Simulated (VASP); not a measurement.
# Na4Au (Fd-3m) in VASP: further runs

Na4Au is run at these levels: LDA; tasks: single point.

Program: VASP 6.6.1. These are calculated values, not measurements. Logs are shortened: lines on timing, memory, paths and dates and some standing lists are left out, and cuts for length are marked.

## (1) The cell of the first run

It takes space group Fd-3m (No. 227, cubic). The conventional cell has a = 11.476 Å, b = 11.476 Å, c = 11.476 Å, α = 90.00°, β = 90.00°, γ = 90.00°. Na (site symmetry 3m) has 1 Au at 2.80 Å and 3 Na at 3.55 Å within 3.7 Å. Au (site symmetry -43m) has 4 Na at 2.80 Å within 3.7 Å.

## (2) Single point, LDA

Input file INCAR:

```
SYSTEM = Na4Au
PREC = Accurate
ENCUT = 520
EDIFF = 1E-7
ISMEAR = 0
SIGMA = 0.05
LREAL = .FALSE.
LASPH = .TRUE.
NELM = 80
ALGO = Normal
ISIF = 2
LWAVE = .FALSE.
LCHARG = .TRUE.
GGA = CA
LELF = .TRUE.
LVHAR = .TRUE.
NBANDS = 50
```

Input file KPOINTS:

```
regular mesh
0
G
  4 4 4
  0 0 0
```

Input file POSCAR:

```
Na4Au
1.0
    0.0000000000      5.7379700000      5.7379700000
    5.7379700000      0.0000000000      5.7379700000
    5.7379700000      5.7379700000      0.0000000000
Na Au
8 2
Direct
    0.3906900000      0.3906900000      0.3906900000
    0.3906900000      0.3906900000      0.8279300000
    0.3906900000      0.8279300000      0.3906900000
    0.8593100000      0.8593100000      0.4220700000
    0.8593100000      0.8593100000      0.8593100000
    0.8279300000      0.3906900000      0.3906900000
    0.8593100000      0.4220700000      0.8593100000
    0.4220700000      0.8593100000      0.8593100000
    0.0000000000      0.0000000000      0.0000000000
    0.2500000000      0.2500000000      0.2500000000
```

Potentials or basis: VASP PAW LDA potentials, release 64 (Na_pv, Au).

Command:

```sh
cat potpaw_LDA.64/Na_pv/POTCAR potpaw_LDA.64/Au/POTCAR > POTCAR
mpirun -np 1 vasp_std > vasp.out
```

OUTCAR:

```text
SYSTEM = Na4Au
   PREC = Accurate
   ENCUT = 520
   EDIFF = 1E-7
   ISMEAR = 0
   LREAL = .FALSE.
   LASPH = .TRUE.
   NELM = 80
   ISIF = 2
   GGA = CA

 ion  position               nearest neighbor table
   1  0.391  0.391  0.391-  10 2.80
   2  0.391  0.391  0.828-  10 2.80
   3  0.391  0.828  0.391-  10 2.80
   4  0.859  0.859  0.422-   9 2.80
   5  0.859  0.859  0.859-   9 2.80
   6  0.828  0.391  0.391-  10 2.80
   7  0.859  0.422  0.859-   9 2.80
   8  0.422  0.859  0.859-   9 2.80
   9  0.000  0.000  0.000-   4 2.80   7 2.80   8 2.80   5 2.80
  10  0.250  0.250  0.250-   2 2.80   3 2.80   6 2.80   1 2.80

  LATTYP: Found a face centered cubic cell.
 ALAT       =    11.4759400000

  Lattice vectors:

 A1 = (   0.0000000000,   5.7379700000,   5.7379700000)
 A2 = (   5.7379700000,   0.0000000000,   5.7379700000)
 A3 = (   5.7379700000,   5.7379700000,   0.0000000000)

Analysis of symmetry for initial positions (statically):
=====================================================================
 Subroutine PRICEL returns:
 Original cell was already a primitive cell.

 Routine SETGRP: Setting up the symmetry group for a
 face centered cubic supercell.

 Subroutine GETGRP returns: Found 48 space group operations
 (whereof 24 operations were pure point group operations)
 out of a pool of 48 trial point group operations.

The static configuration has the point symmetry T_d .
 The point group associated with its full space group is O_h .

Analysis of symmetry for dynamics (positions and initial velocities):
=====================================================================
 Subroutine PRICEL returns:
 Original cell was already a primitive cell.

 Routine SETGRP: Setting up the symmetry group for a
 face centered cubic supercell.

 Subroutine GETGRP returns: Found 48 space group operations
 (whereof 24 operations were pure point group operations)
 out of a pool of 48 trial point group operations.

The dynamic configuration has the point symmetry T_d .
 The point group associated with its full space group is O_h .

 Subroutine INISYM returns: Found 48 space group operations
 (whereof 24 operations are pure point group operations),
 and found     1 'primitive' translations

----------------------------------------------------------------------------------------

                                     Primitive cell

  volume of cell :     377.8373

  direct lattice vectors                    reciprocal lattice vectors
     0.000000000  5.737970000  5.737970000    -0.087138831  0.087138831  0.087138831
     5.737970000  0.000000000  5.737970000     0.087138831 -0.087138831  0.087138831
     5.737970000  5.737970000  0.000000000     0.087138831  0.087138831 -0.087138831

  length of vectors
     8.114714994  8.114714994  8.114714994     0.150928883  0.150928883  0.150928883

  position of ions in fractional coordinates (direct lattice)
     0.390690000  0.390690000  0.390690000
     0.390690000  0.390690000  0.827930000
     0.390690000  0.827930000  0.390690000
     0.859310000  0.859310000  0.422070000
     0.859310000  0.859310000  0.859310000
     0.827930000  0.390690000  0.390690000
     0.859310000  0.422070000  0.859310000
     0.422070000  0.859310000  0.859310000
     0.000000000  0.000000000  0.000000000
     0.250000000  0.250000000  0.250000000

  ion indices of the primitive-cell ions
   primitive index   ion index
                 1           1
                 2           2
                 3           3
                 4           4
                 5           5
                 6           6
                 7           7
                 8           8
                 9           9
                10          10

----------------------------------------------------------------------------------------

 KPOINTS: regular mesh

Automatic generation of k-mesh.
 Grid dimensions read from file:
 generate k-points for:    4    4    4

 Generating k-lattice:

  Cartesian coordinates                     Fractional coordinates (reciprocal lattice)
    -0.021784708  0.021784708  0.021784708     0.250000000  0.000000000  0.000000000
     0.021784708 -0.021784708  0.021784708     0.000000000  0.250000000  0.000000000
     0.021784708  0.021784708 -0.021784708     0.000000000  0.000000000  0.250000000

  Length of vectors
     0.037732221  0.037732221  0.037732221

  Shift w.r.t. Gamma in fractional coordinates (k-lattice)
     0.000000000  0.000000000  0.000000000

 Subroutine IBZKPT returns following result:
 ===========================================

 Found      8 irreducible k-points:

 Following reciprocal coordinates:
            Coordinates               Weight
  0.000000  0.000000  0.000000      1.000000
  0.250000  0.000000  0.000000      8.000000
  0.500000  0.000000  0.000000      4.000000
  0.250000  0.250000  0.000000      6.000000
  0.500000  0.250000  0.000000     24.000000
 -0.250000  0.250000  0.000000     12.000000
  0.500000  0.500000  0.000000      3.000000
 -0.250000  0.500000  0.250000      6.000000
   k-points           NKPTS =      8   k-points in BZ     NKDIM =      8   number of bands    NBANDS=     50
   number of dos      NEDOS =    301   number of ions     NIONS =     10
   total plane-waves  NPLWV = 216000
   dimension x,y,z NGX =    60 NGY =   60 NGZ =   60
   dimension x,y,z NGXF=   120 NGYF=  120 NGZF=  120
   ions per type =               8   2
   NGX,Y,Z   is equivalent  to a cutoff of  12.29, 12.29, 12.29 a.u.
   NGXF,Y,Z  is equivalent  to a cutoff of  24.58, 24.58, 24.58 a.u.
 SYSTEM =  Na4Au
   PREC   = accura    normal or accurate (medium, high low for compatibility)
   ISTART =      0    job   : 0-new  1-cont  2-samecut
   ICHARG =      2    charge: 1-file 2-atom 10-const
   ISPIN  =      1    spin polarized calculation?
   LNONCOLLINEAR =      F non collinear calculations
   LSORBIT =      F    spin-orbit coupling
   LASPH  =      T    aspherical Exc in radial PAW
   ENCUT  =  520.0 eV  38.22 Ry    6.18 a.u.  15.09 15.09 15.09*2*pi/ulx,y,z
   NELM   =     80;   NELMIN=  2; NELMDL= -5     # of ELM steps
   EDIFF  = 0.1E-06   stopping-criterion for ELM
   LREAL  =      F    real-space projection
   EDIFFG = 0.1E-05   stopping-criterion for IOM
   NSW    =      0    number of steps for IOM
   IBRION =     -1    ionic relax: 0-MD 1-quasi-New 2-CG
   NFREE  =      0    steps in history (QN), initial steepest desc. (CG)
   ISIF   =      2    stress and relaxation
   ISYM   =      2    0-nonsym 1-usesym 2-fastsym
   POTIM  = 0.5000    time-step for ionic-motion
   TEBEG  =    0.0;   TEEND  =   0.0 temperature during run
   PSTRESS=    0.0 pullay stress
   NELECT =      78.0000    total number of electrons
   NUPDOWN=      -1.0000    fix difference up-down
   EMIN   =  10.00;   EMAX   =-10.00  energy-range for DOS
   EFERMI =   0.00;   METHOD = LEGACY
   ISMEAR =     0;   SIGMA  =   0.05  broadening in eV -4-tet -1-fermi 0-gaus
   EFERMI_NEDOS =   21; number of points for ismear=-14 and -15
   IALGO  =     38    algorithm
   IMIX   =      4    mixing-type and parameters
     AMIX     =   0.40;   BMIX     =  1.00
     AMIX_MAG =   1.60;   BMIX_MAG =  1.00
  volume/ion in A,a.u.               =      37.78       254.98
  Fermi-wavevector in a.u.,A,eV,Ry     =   0.967546  1.828396 12.737018  0.936144
  Thomas-Fermi vector in A             =   2.097440
   LORBIT       =      0    0 simple, 1 ext, 2 COOP (PROOUT), +10 PAW based schemes
   GGA     = CA    functional components
   LHFCALC =     F    Hartree Fock is set to
   AEXX    =    0.0000 exact exchange contribution
   IVDW    =     0    specifies the selected vdW correction
   LEPSILON=     F    determine dielectric tensor
   LRPA    =     F    only Hartree local field effects (RPA)
 non-spin polarized calculation
 Gauss-broadening in eV      SIGMA  =   0.05
  energy-cutoff  :      520.00
  volume of cell :      377.84
 maximum number of plane-waves:     10204
   NGX = 31   NGY = 31   NGZ = 31

 number of electron      77.9999977 magnetization

 Free energy of the ion-electron system (eV)
  ---------------------------------------------------
  ext. energy  EPLUGINS =         0.00000000
  ---------------------------------------------------
  free energy    TOTEN  =       -19.07446003 eV

  energy without entropy =      -19.06249484  energy(sigma->0) =      -19.06847744

 E-fermi :   0.4951     XC(G=0):  -6.9409

 val. band max:        0.4827888439   @ k =  -0.2500   0.5000   0.2500
 cond. band min:       0.5424722562   @ k =   0.5000   0.0000   0.0000
 fundamental gap:      0.0596834123
 Fermi energy:         0.4950875633

 k-point     1 :       0.0000    0.0000    0.0000
  band No.  band energies     occupation
      1     -24.4904      2.00000
      2     -24.4904      2.00000
      3     -24.4904      2.00000
      4     -24.4897      2.00000
      5     -24.4897      2.00000
      6     -24.4796      2.00000
[... 42 lines left out ...]
     49       2.4603      0.00000
     50       4.8134      0.00000

 k-point     2 :       0.2500    0.0000    0.0000
  band No.  band energies     occupation
      1     -24.4897      2.00000
      2     -24.4897      2.00000
      3     -24.4888      2.00000
      4     -24.4886      2.00000
      5     -24.4886      2.00000
      6     -24.4812      2.00000
[... 42 lines left out ...]
     49       3.4937      0.00000
     50       3.4937      0.00000

 k-point     3 :       0.5000    0.0000    0.0000
  band No.  band energies     occupation
      1     -24.4890      2.00000
      2     -24.4890      2.00000
      3     -24.4872      2.00000
      4     -24.4872      2.00000
      5     -24.4852      2.00000
      6     -24.4847      2.00000
[... 254 lines left out ...]
     49       3.7832      0.00000
     50       3.7868      0.00000

 k-point     8 :      -0.2500    0.5000    0.2500
  band No.  band energies     occupation
      1     -24.4876      2.00000
      2     -24.4876      2.00000
      3     -24.4851      2.00000
      4     -24.4851      2.00000
      5     -24.4847      2.00000
      6     -24.4847      2.00000
[... 42 lines left out ...]
     49       3.5533      0.00000
     50       3.5533      0.00000

------------------------ aborting loop because EDIFF is reached ----------------------------------------

  FORCE on cell =-STRESS in cart. coord.  units (eV):
  Direction    XX          YY          ZZ          XY          YZ          ZX
  --------------------------------------------------------------------------------------
  -------------------------------------------------------------------------------------
  Total       -2.6324714     -2.6324714     -2.6324714     -0.0000000     -0.0000000      0.0000000
  in kB      -11.1627046    -11.1627046    -11.1627046     -0.0000000     -0.0000000      0.0000000
  external PRESSURE =     -11.1627046 kB  Pullay stress =       0.0000000 kB

 VOLUME and BASIS-vectors are now :
 -----------------------------------------------------------------------------
  energy-cutoff  :      520.00
  volume of cell :      377.84
      direct lattice vectors                 reciprocal lattice vectors
     0.000000000  5.737970000  5.737970000    -0.087138831  0.087138831  0.087138831
     5.737970000  0.000000000  5.737970000     0.087138831 -0.087138831  0.087138831
     5.737970000  5.737970000  0.000000000     0.087138831  0.087138831 -0.087138831

 POSITION                                       TOTAL-FORCE (eV/Angst)
 -----------------------------------------------------------------------------------
      4.48353      4.48353      4.48353        -0.067673     -0.067673     -0.067673
      6.99241      6.99241      4.48353         0.067673      0.067673     -0.067673
      6.99241      4.48353      6.99241         0.067673     -0.067673      0.067673
      7.35252      7.35252      9.86139        -0.067673     -0.067673      0.067673
      9.86139      9.86139      9.86139         0.067673      0.067673      0.067673
      4.48353      6.99241      6.99241        -0.067673      0.067673      0.067673
      7.35252      9.86139      7.35252        -0.067673      0.067673     -0.067673
      9.86139      7.35252      7.35252         0.067673     -0.067673     -0.067673
      0.00000      0.00000      0.00000         0.000000      0.000000      0.000000
      2.86898      2.86898      2.86898         0.000000      0.000000      0.000000
 -----------------------------------------------------------------------------------
    total drift:                               -0.000000     -0.000000      0.000000

  FREE ENERGIE OF THE ION-ELECTRON SYSTEM (eV)
  ---------------------------------------------------
  free  energy   TOTEN  =       -19.0744600307 eV

  energy  without entropy=      -19.0624948447  energy(sigma->0) =      -19.06847744
```

Wall time 3.5 min (1 thread of Intel Xeon Platinum 8259CL at 2.50GHz (Skylake/Cascade Lake), shared host); peak memory 0.42 GiB.

Results:

```
Free energy            : -19.0745 eV
Pressure               : -1.1 GPa
Largest force          : 0.117 eV/Å
Band gap on the k mesh : zero (bands 39 and 40 overlap by 1.13 eV)
```

Forces in eV/Å, atoms in the order of the input:
```
Na  -0.068 -0.068 -0.068
Na   0.068  0.068 -0.068
Na   0.068 -0.068  0.068
Na  -0.068 -0.068  0.068
Na   0.068  0.068  0.068
Na  -0.068  0.068  0.068
Na  -0.068  0.068 -0.068
Na   0.068 -0.068 -0.068
Au   0.000  0.000  0.000
Au   0.000  0.000  0.000
```

Levels at points of the mesh, in eV from the Fermi level:
| k point | band 37 | band 38 | band 39 | band 40 | band 41 | band 42 |
| --- | --- | --- | --- | --- | --- | --- |
| (0.00, 0.00, 0.00) | -1.29 | 0.36 | 0.36 | 0.36 | 0.47 | 0.53 |
| (0.50, 0.00, 0.00) | -1.85 | -0.58 | 0.05 | 0.05 | 0.28 | 0.28 |
| (0.50, 0.50, 0.00) | -1.42 | -1.42 | -0.77 | -0.77 | 1.39 | 1.39 |

Caveat: spin-orbit coupling is left out, which moves the levels of the heavy elements.

## (3) Single point, LDA

Input file INCAR:

```
  ALGO = Normal
  EDIFF = 1E-7
  ENCUT = 520
  GGA = CA
  ISIF = 2
  ISMEAR = 0
  LASPH = T
  LCHARG = F
  LREAL = F
  LWAVE = F
  NBANDS = 50
  NELM = 80
  PREC = Accurate
  SIGMA = 0.05
```

Input file KPOINTS:

```
k-points
0
Gamma
  4 4 4
```

POSCAR is that of step 2.

Potentials or basis: VASP PAW LDA potentials, release 64 (Na_pv, Au).

Command:

```sh
cat potpaw_LDA.64/Na_pv/POTCAR potpaw_LDA.64/Au/POTCAR > POTCAR
mpirun -np 1 vasp_std > vasp.out
```

Wall time 3.4 min (1 thread of Intel Xeon Platinum 8259CL at 2.50GHz (Skylake/Cascade Lake), shared host); peak memory 0.42 GiB.

The run converged. Its results:

* Free energy: -19.0745 eV
* Pressure: -1.1 GPa
* Largest force: 0.117 eV/Å
* Band gap on the k mesh: zero (bands 39 and 40 overlap by 1.13 eV)

Forces on the atoms (eV/Å):
```
Na  -0.068 -0.068 -0.068
Na   0.068  0.068 -0.068
Na   0.068 -0.068  0.068
Na  -0.068 -0.068  0.068
Na   0.068  0.068  0.068
Na  -0.068  0.068  0.068
Na  -0.068  0.068 -0.068
Na   0.068 -0.068 -0.068
Au   0.000  0.000  0.000
Au   0.000  0.000  0.000
```

Levels at points of the mesh, in eV from the Fermi level:
| k point | band 36 | band 37 | band 38 | band 39 | band 40 | band 41 | band 42 | band 43 |
| --- | --- | --- | --- | --- | --- | --- | --- | --- |
| (0.00, 0.00, 0.00) | -2.71 | -1.29 | 0.36 | 0.36 | 0.36 | 0.47 | 0.53 | 0.53 |
| (0.50, 0.00, 0.00) | -3.18 | -1.85 | -0.58 | 0.05 | 0.05 | 0.28 | 0.28 | 1.19 |
| (0.50, 0.50, 0.00) | -3.39 | -1.42 | -1.42 | -0.77 | -0.77 | 1.39 | 1.39 | 2.27 |

Caveat: spin-orbit coupling is left out, which moves the levels of the heavy elements.

The gap in the log of VASP goes by the Fermi energy; the results here count the filled bands.